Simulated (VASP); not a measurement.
A run of VASP 6.6.1 is set up as follows.

INCAR

```
SYSTEM = CaIrN3
PREC     = Accurate       ! precision mode
ENCUT    = 520            ! plane-wave cutoff, eV
EDIFF    = 1E-6           ! SCF threshold, eV
ISMEAR   = -1             ! smearing method
SIGMA    = 0.1            ! smearing width, eV
LREAL    = .False.        ! projectors in reciprocal space
LASPH    = .True.         ! aspherical terms in the spheres
NELM     = 60             ! most SCF steps
ALGO     = Normal         ! electronic algorithm
ISIF     = 2              ! what is computed and relaxed
LWAVE    = .False.        ! write WAVECAR
LCHARG   = .False.        ! write CHGCAR
GGA      = CA             ! functional
NBANDS   = 45             ! bands
```

Contents of KPOINTS:

```
Automatic mesh
0
Gamma
  6 6 3
  0 0 0
```

POSCAR

```
CaIrN3
1.0
    3.2920354653      0.0000000000      0.0000000000
    1.6460177327     -5.2763096389      0.0000000000
    0.0000000000      0.0000000000     -6.4214431195
N Ir Ca
6 2 2
Direct
    0.5846025770      0.8307948461      0.8553553622
    0.4153974230      0.1692051539      0.3553553622
    0.4153974230      0.1692051539      0.1446446378
    0.5846025770      0.8307948461      0.6446446378
    0.8930472238      0.2139055523      0.7500000000
    0.1069527762      0.7860944477      0.2500000000
    0.0000000000      0.0000000000      0.0000000000
    0.0000000000      0.0000000000      0.5000000000
    0.2486626233      0.5026747534      0.7500000000
    0.7513373767      0.4973252466      0.2500000000
```

Potentials or basis: VASP PAW LDA potentials, release 64 (N, Ir, Ca_sv).

Command:

```sh
$ cat potpaw_LDA.64/N/POTCAR potpaw_LDA.64/Ir/POTCAR potpaw_LDA.64/Ca_sv/POTCAR > POTCAR
$ mpirun -np 1 vasp_std > vasp.out
```

Problem. What does it give for the band gap on the k mesh?

Solution. Zero (bands 34 and 35 overlap by 1.42 eV).

Problem. Predict the largest force.

Solution. 0.172 eV/Å.

Problem. Estimate the pressure.

Solution. 2.3 GPa.

Forces on the atoms (eV/Å):
```
N    0.000  0.067 -0.079
N    0.000 -0.067 -0.079
N    0.000 -0.067  0.079
N    0.000  0.067  0.079
N    0.000 -0.172  0.000
N    0.000  0.172  0.000
Ir   0.000  0.000  0.000
Ir   0.000  0.000  0.000
Ca   0.000 -0.002  0.000
Ca   0.000  0.002  0.000
```

Caveat: spin-orbit coupling is left out, which moves the levels of the heavy elements.
